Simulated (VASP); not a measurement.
A run of VASP 6.6.1 is set up as follows.

Contents of INCAR:

```
SYSTEM = SiO2
  PREC = Accurate
  ENCUT = 520
  EDIFF = 1E-6
  ISMEAR = 0
  SIGMA = 0.05
  LREAL = .FALSE.
  LASPH = .TRUE.
  NELM = 60
  ALGO = Normal
  ISIF = 2
  LWAVE = .FALSE.
  LCHARG = .FALSE.
  GGA = PE
  NBANDS = 25
```

Contents of KPOINTS:

```
Automatic mesh
0
G
  6 6 10
  0 0 0
```

The input POSCAR:

```
SiO2
1.0
    4.0689508103      0.0000000000      0.0000000000
    0.0000000000      4.0689508103      0.0000000000
    0.0000000000      0.0000000000      2.9149963605
Si O
2 4
Direct
    0.5000000000      0.5000000000      0.5000000000
    0.0000000000      0.0000000000      0.0000000000
    0.6930127928      0.6930127928      0.0000000000
    0.1930127928      0.8069872072      0.5000000000
    0.3069872072      0.3069872072      0.0000000000
    0.8069872072      0.1930127928      0.5000000000
```

Potentials or basis: VASP PAW PBE potentials, release 64 (Si, O).

Command:

```console
$ cat potpaw_PBE.64/Si/POTCAR potpaw_PBE.64/O/POTCAR > POTCAR
$ mpirun -np 1 vasp_std > vasp.out
```

Problem. Predict the largest force.

Solution. 0.778 eV/Å.

Problem. Predict the pressure.

Solution. -2.6 GPa.

Forces in eV/Å, atoms in the order of the input:
```
Si   0.000  0.000  0.000
Si   0.000  0.000  0.000
O    0.550  0.550  0.000
O    0.550 -0.550  0.000
O   -0.550 -0.550  0.000
O   -0.550  0.550  0.000
```

Caveat: the stress differs along the axes, from -33 to 12 GPa.
